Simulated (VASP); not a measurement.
Input of a VASP 6.6.1 run:

File INCAR:

```
PREC = Accurate ; ENCUT = 520
EDIFF = 1E-7 ; ISMEAR = -1
SIGMA = 0.05 ; LREAL = Auto
LASPH = True ; NELM = 150
ALGO = Normal ; ISIF = 2
LWAVE = False ; LCHARG = False
ISPIN = 2 ; MAGMOM = 0 0.286 0 0.286 0 0.286 0 0 0.286 0 0.286 0 0 0.286 0.286
LORBIT = 11 ; GGA = PS
NBANDS = 50
```

Contents of KPOINTS:

```
Automatic mesh
0
Gamma
  2 2 2
```

POSCAR

```
BaAl7P7
1.0
   10.9400000000      0.0000000000      0.0000000000
    0.0000000000      5.4700000000      0.0000000000
    0.0000000000      0.0000000000      5.4700000000
Al P Ba
7 7 1
Direct
    0.9992490000      0.0009760000      0.9998130000
    0.4973890000      0.9897620000      0.0028430000
    0.2484320000      0.5052310000      0.9960420000
    0.7436620000      0.5015890000      0.0106610000
    0.2500930000      0.9938470000      0.4966200000
    0.7482340000      0.0173620000      0.5091970000
    0.9943970000      0.5032270000      0.4906990000
    0.1254460000      0.2589160000      0.2403090000
    0.3796020000      0.7575030000      0.2453570000
    0.8743610000      0.7411300000      0.2467620000
    0.3742050000      0.2553630000      0.7460380000
    0.8694280000      0.2526900000      0.7422020000
    0.1246090000      0.7397190000      0.7420020000
    0.6237080000      0.7492670000      0.7472450000
    0.4988360000      0.4926790000      0.4977020000
```

Potentials or basis: VASP PAW PBE potentials, release 64 (Al, P, Ba_sv).

Launch:

```console
$ cat potpaw_PBE.64/Al/POTCAR potpaw_PBE.64/P/POTCAR potpaw_PBE.64/Ba_sv/POTCAR > POTCAR
$ mpirun -np 1 vasp_std > vasp.out
```

**Question.** What does it give for the band gap on the k mesh?

**Answer.** 0.42 eV.

**Question.** Estimate the largest force.

**Answer.** 8.489 eV/Å.

Stress tensor (GPa, compression positive):
```
 7.38  3.72  1.94
 3.72  8.01 -3.27
 1.94 -3.27  7.84
```

Caveat: the k points lie up to 0.57 Å⁻¹ apart; the PAW data sets were made with another functional, which shifts forces and pressure a little; spin-orbit coupling is left out, which moves the levels of the heavy elements.
